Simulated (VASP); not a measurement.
Runs of VASP 6.6.1 on Pb. The structure is that of space group Fm-3m (No. 225), or close to it. The cells are those of the table. 

```csv
cell,gap on the mesh (eV),pressure (GPa)
"a = 3.494, b = 3.494, c = 3.406 Å, angles 60.8, 60.8, 58.3°, 1 atom",none,(a)
"a = 3.407, b = 3.407, c = 3.318 Å, angles 60.9, 60.9, 58.3°, 1 atom",none,(b)
"a = 3.362, b = 3.362, c = 3.406 Å, angles 59.6, 59.6, 60.9°, 1 atom",none,9.4
"a = 3.449, b = 3.449, c = 3.406 Å, angles 60.4, 60.4, 59.2°, 1 atom",none,5.6
"a = 3.362, b = 3.362, c = 3.318 Å, angles 60.4, 60.4, 59.1°, 1 atom",none,11.7
```

Alike in all rows: task single point; level PBE; potentials or basis VASP PAW PBE potentials, release 64 (Pb_d); no spin polarisation; k mesh 16 × 16 × 16; cutoff (eV) 520; smearing gaussian 0.15 eV.

Q: Fill in the values left out.

A: (a) 4.1; (b) 9.5.

Caveats: the cell stands under pressure; spin-orbit coupling is left out, which moves the levels of the heavy elements.

A k mesh can miss the band edges, and the runs leave out spin-orbit coupling on Pb.

A gap of «none» marks levels without a gap at the run's occupations.
